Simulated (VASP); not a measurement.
# LaHg2 (Cmmm) in VASP: further runs

LaHg2 is run at these levels: LDA; tasks: electric field gradients.

Program: VASP 6.6.1. These are calculated values, not measurements. Logs are shortened: lines on timing, memory, paths and dates and some standing lists are left out, and cuts for length are marked.

## (1) The cell of the first run

The structure is orthorhombic, space group Cmmm (No. 65). The conventional cell has a = 4.958 Å, b = 8.588 Å, c = 3.640 Å, α = 90.00°, β = 90.00°, γ = 90.00°. Within 4.4 Å of La (site symmetry mmm) lie 12 Hg at 3.32 to 3.54 Å and 2 La at 3.64 Å. Hg (site symmetry m2m) has 3 Hg at 2.52 to 3.05 Å within 3.3 Å.

## (2) Electric field gradients, LDA (shortest bond scaled by 0.88)

The input, INCAR:

```
SYSTEM = LaHg2
ALGO = Normal
EDIFF = 1E-8
ENCUT = 520
GGA = CA
ISIF = 2
ISMEAR = -1
LASPH = .True.
LCHARG = .False.
LEFG = .True.
LREAL = .False.
LWAVE = .False.
NBANDS = 24
NELM = 100
PREC = Accurate
SIGMA = 0.05
```

The input, KPOINTS:

```
k-points
0
Gamma
  7 7 8
  0 0 0
```

The input, POSCAR:

```
LaHg2
1.0
    4.9580000000      0.0000000000      0.0000000000
   -2.4790000000      4.2937539520      0.0000000000
    0.0000000000      0.0000000000      3.6400000000
La Hg
1 2
Direct
    0.0000000000      0.0000000000      0.0000000000
    0.2933333333      0.6466666667      0.5000000000
    0.7066666667      0.3533333333      0.5000000000
```

Potentials or basis: VASP PAW LDA potentials, release 64 (La, Hg).

The run is started by

```console
cat potpaw_LDA.64/La/POTCAR potpaw_LDA.64/Hg/POTCAR > POTCAR
mpirun -np 1 vasp_std > vasp.out
```

OUTCAR:

```text
SYSTEM = LaHg2
   EDIFF = 1E-8
   ENCUT = 520
   GGA = CA
   ISIF = 2
   ISMEAR = -1
   LASPH = .True.
   LREAL = .False.
   NELM = 100
   PREC = Accurate

 ion  position               nearest neighbor table
   1  0.000  0.000  0.000-   2 3.32   3 3.32   2 3.32   3 3.32   2 3.32   2 3.32   3 3.32   3 3.32
                             3 3.54   3 3.54   2 3.54   2 3.54
   2  0.293  0.647  0.500-   3 2.52   3 3.05   3 3.05   1 3.32   1 3.32   1 3.32   1 3.32   1 3.54
                             1 3.54
   3  0.707  0.353  0.500-   2 2.52   2 3.05   2 3.05   1 3.32   1 3.32   1 3.32   1 3.32   1 3.54
                             1 3.54

  LATTYP: Found a hexagonal cell.
 ALAT       =     4.9580000000
 C/A-ratio  =     0.7341670028

  Lattice vectors:

 A1 = (   4.9580000000,   0.0000000000,   0.0000000000)
 A2 = (  -2.4790000000,   4.2937539520,   0.0000000000)
 A3 = (   0.0000000000,   0.0000000000,   3.6400000000)

Analysis of symmetry for initial positions (statically):
=====================================================================
 Subroutine PRICEL returns:
 Original cell was already a primitive cell.

 Routine SETGRP: Setting up the symmetry group for a
 hexagonal supercell.

 Subroutine GETGRP returns: Found  8 space group operations
 (whereof  8 operations were pure point group operations)
 out of a pool of 24 trial point group operations.

The static configuration has the point symmetry D_2h.

Analysis of symmetry for dynamics (positions and initial velocities):
=====================================================================
 Subroutine PRICEL returns:
 Original cell was already a primitive cell.

 Routine SETGRP: Setting up the symmetry group for a
 hexagonal supercell.

 Subroutine GETGRP returns: Found  8 space group operations
 (whereof  8 operations were pure point group operations)
 out of a pool of 24 trial point group operations.

The dynamic configuration has the point symmetry D_2h.

 Subroutine INISYM returns: Found  8 space group operations
 (whereof  8 operations are pure point group operations),
 and found     1 'primitive' translations

----------------------------------------------------------------------------------------

[... 136 lines left out ...]
  ext. energy  EPLUGINS =         0.00000000
  ---------------------------------------------------
  free energy    TOTEN  =        -8.89497930 eV

  energy without entropy =       -8.87677977  energy(sigma->0) =       -8.88587953

 E-fermi :   5.7890     XC(G=0): -10.9350

 val. band max:        5.7809091838   @ k =   0.2857   0.1429   0.5000
 cond. band min:       5.8331709408   @ k =   0.0000   0.2857   0.1250
 fundamental gap:      0.0522617569
 Fermi energy:         5.7890337376

 k-point     1 :       0.0000    0.0000    0.0000
  band No.  band energies     occupation
      1     -27.1399      2.00000
      2     -10.9540      2.00000
      3     -10.8755      2.00000
      4     -10.4531      2.00000
      5      -3.3280      2.00000
      6      -2.1717      2.00000
[... 637 lines left out ...]
     23       7.4505      0.00000
     24       7.4600      0.00000

 [... further k-points ...]

------------------------ aborting loop because EDIFF is reached ----------------------------------------

  FORCE on cell =-STRESS in cart. coord.  units (eV):
  Direction    XX          YY          ZZ          XY          YZ          ZX
  --------------------------------------------------------------------------------------
  -------------------------------------------------------------------------------------
  Total        2.0939897      0.0639041     -1.1391299      1.7581057      0.0000000      0.0000000
  in kB       43.2952316      1.3212774    -23.5525954     36.3505106      0.0000000      0.0000000
  external PRESSURE =       7.0213045 kB  Pullay stress =       0.0000000 kB

 VOLUME and BASIS-vectors are now :
 -----------------------------------------------------------------------------
  energy-cutoff  :      520.00
  volume of cell :       77.49
      direct lattice vectors                 reciprocal lattice vectors
     4.958000000  0.000000000  0.000000000     0.201694232  0.116448219  0.000000000
    -2.479000000  4.293753952  0.000000000     0.000000000  0.232896438  0.000000000
     0.000000000  0.000000000  3.640000000     0.000000000  0.000000000  0.274725275

 POSITION                                       TOTAL-FORCE (eV/Angst)
 -----------------------------------------------------------------------------------
      0.00000      0.00000      0.00000         0.000000      0.000000      0.000000
     -0.14874      2.77663      1.82000         2.625003      1.515546      0.000000
      2.62774      1.51713      1.82000        -2.625003     -1.515546     -0.000000
 -----------------------------------------------------------------------------------
    total drift:                               -0.000000      0.000000     -0.000000

  FREE ENERGIE OF THE ION-ELECTRON SYSTEM (eV)
  ---------------------------------------------------
  free  energy   TOTEN  =        -8.8949792960 eV

  energy  without entropy=       -8.8767797712  energy(sigma->0) =       -8.88587953

 Electric field gradients (V/A^2)
---------------------------------------------------------------------
 ion       V_xx      V_yy      V_zz      V_xy      V_xz      V_yz
---------------------------------------------------------------------
   1     -18.458   -52.965    71.424    29.885    -0.000     0.000
   2    -234.270   -95.249   329.519  -120.395    -0.000    -0.000
   3    -234.270   -95.249   329.519  -120.395    -0.000    -0.000
---------------------------------------------------------------------

 Electric field gradients after diagonalization (V/A^2)
 (convention: |V_zz| > |V_xx| > |V_yy|)
----------------------------------------------------------------------
 ion       V_xx      V_yy      V_zz     asymmetry (V_yy - V_xx)/ V_zz
----------------------------------------------------------------------
   1     -70.220    -1.204    71.424       0.966
   2    -303.780   -25.739   329.519       0.844
   3    -303.780   -25.739   329.519       0.844
----------------------------------------------------------------------

           NMR quadrupolar parameters

 Cq : quadrupolar parameter    Cq=e*Q*V_zz/h
 eta: asymmetry parameters     (V_yy - V_xx)/ V_zz
 Q  : nuclear electric quadrupole moment in mb (millibarn)
----------------------------------------------------------------------
 ion       Cq(MHz)       eta       Q (mb)
----------------------------------------------------------------------
   1       0.173       0.966       1.000
   2       0.797       0.844       1.000
   3       0.797       0.844       1.000
----------------------------------------------------------------------
```

OSZICAR:

```text
N       E                     dE             d eps       ncg     rms          rms(c)
DAV:   1     0.303685584543E+03    0.30369E+03   -0.14707E+04  4080   0.208E+03
DAV:   2     0.340346822838E+02   -0.26965E+03   -0.23579E+03  4488   0.335E+02
DAV:   3    -0.674911994044E+01   -0.40784E+02   -0.39379E+02  5184   0.138E+02
DAV:   4    -0.989900441069E+01   -0.31499E+01   -0.29361E+01  6648   0.322E+01
DAV:   5    -0.100129786835E+02   -0.11397E+00   -0.11117E+00  4936   0.579E+00    0.765E+00
DAV:   6    -0.897755597220E+01    0.10354E+01   -0.99179E+00  6592   0.240E+01    0.641E+00
DAV:   7    -0.892584769451E+01    0.51708E-01   -0.55009E-01  5896   0.789E+00    0.371E+00
DAV:   8    -0.890402918184E+01    0.21819E-01   -0.25393E-01  5712   0.317E+00    0.414E-01
DAV:   9    -0.889754972296E+01    0.64795E-02   -0.22222E-02  6536   0.111E+00    0.243E-01
DAV:  10    -0.889493880295E+01    0.26109E-02   -0.17761E-02  5712   0.839E-01    0.404E-02
DAV:  11    -0.889497731677E+01   -0.38514E-04   -0.54495E-04  5656   0.152E-01    0.247E-02
DAV:  12    -0.889498260708E+01   -0.52903E-05   -0.33783E-05  6048   0.426E-02    0.123E-02
DAV:  13    -0.889497924687E+01    0.33602E-05   -0.18740E-05  5808   0.322E-02    0.155E-03
DAV:  14    -0.889497929766E+01   -0.50789E-07   -0.15601E-06  6352   0.735E-03    0.705E-04
DAV:  15    -0.889497929598E+01    0.16835E-08   -0.64951E-08  5040   0.178E-03
   1 F= -.88949793E+01 E0= -.88858795E+01  d E =-.181995E-01
```

stdout:

```text
POSCAR found type information on POSCAR LaHg
 POSCAR found :  2 types and       3 ions
 scaLAPACK will be used
 LDA part: xc-table for (Slater(with rela. corr.)+CA(PZ))
 , standard interpolation
 POSCAR, INCAR and KPOINTS ok, starting setup
 FFT: planning ... GRIDC
 FFT: planning ... GRID_SOFT
 FFT: planning ... GRID
 WAVECAR not read
 entering main loop
ion   1

ion   2

ion   3
```

It took 1.9 min on 1 thread of Intel Xeon Platinum 8375C at 2.90GHz (Ice Lake), shared host; peak memory 0.29 GiB.

What came out:

```yaml
Free_energy: -8.8950 eV
Pressure: 0.7 GPa
Largest_force: 3.031 eV/Å
```

Forces on the atoms (eV/Å):
```
La   0.000  0.000  0.000
Hg   2.625  1.516  0.000
Hg  -2.625 -1.516  0.000
```

Stress tensor (GPa, compression positive):
```
 4.33  3.64  0.00
 3.64  0.13  0.00
 0.00  0.00 -2.36
```

Electric field gradients, principal values (V/Å²):
```tsv
atom	least	middle	greatest (by size)
1 La	-1.204	-70.220	71.424
2 Hg	-25.739	-303.780	329.519
3 Hg	-25.739	-303.780	329.519
```

Caveat: the cell differs from its parent crystal (shortest bond scaled by 0.88); without QUAD_EFG the Cq values of the log hold for a quadrupole moment of 1 mb, not for the nuclei; spin-orbit coupling is left out, which moves the levels of the heavy elements; forces of over 1 eV/Å act on the atoms, so gaps and moduli don't describe the material at rest.

(Continued in part 2 of 2.)
